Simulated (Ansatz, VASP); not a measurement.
**Two plane-wave programs on MgZn5O6**

```
Mg Zn O
1.0
     2.15952   -6.47923    0.00000
     2.15952    6.47923    0.00000
     0.00000    0.00000    4.31756
Mg Zn O
1 5 6
Direct
  0.00000 0.00000 0.00000
  0.66763 0.33237 0.00000
  0.33237 0.66763 0.00000
  0.16645 0.83355 0.50000
  0.50000 0.50000 0.50000
  0.83355 0.16645 0.50000
  0.00000 0.00000 0.50000
  0.33260 0.66740 0.50000
  0.66740 0.33260 0.50000
  0.50000 0.50000 0.00000
  0.83526 0.16474 0.00000
  0.16474 0.83526 0.00000
```

Alike in both runs: functional PBE; k mesh 8 × 8 × 6; occupations gaussian, width 0.02 eV; no spin polarisation.

Ansatz relaxed the structure, and its values are those at the end. VASP's run is a single point on that final structure, the one shown.

```csv
,VASP,Ansatz
version,VASP 6.6.1,Ansatz 0.2.0
potentials or method,"VASP PAW PBE potentials, release 64 (Mg, Zn, O), cutoff 520 eV","scalar-relativistic, plane waves, PAW"
valence electrons in the cell,98,106
```

```tsv
	VASP	Ansatz	Ansatz less VASP
gap on the k mesh at the Fermi level (eV)	0.96	0.99	+0.029
least direct gap on the mesh (eV)	2.18	2.21	+0.028
pressure (GPa)	0.7	0.0	-0.66
rms of the force components (eV/Å)	0.010	0.000	-0.0100
```

VASP's potentials hold 98 valence electrons a cell and Ansatz's 106, so a difference there can come from the potentials and not from the codes.
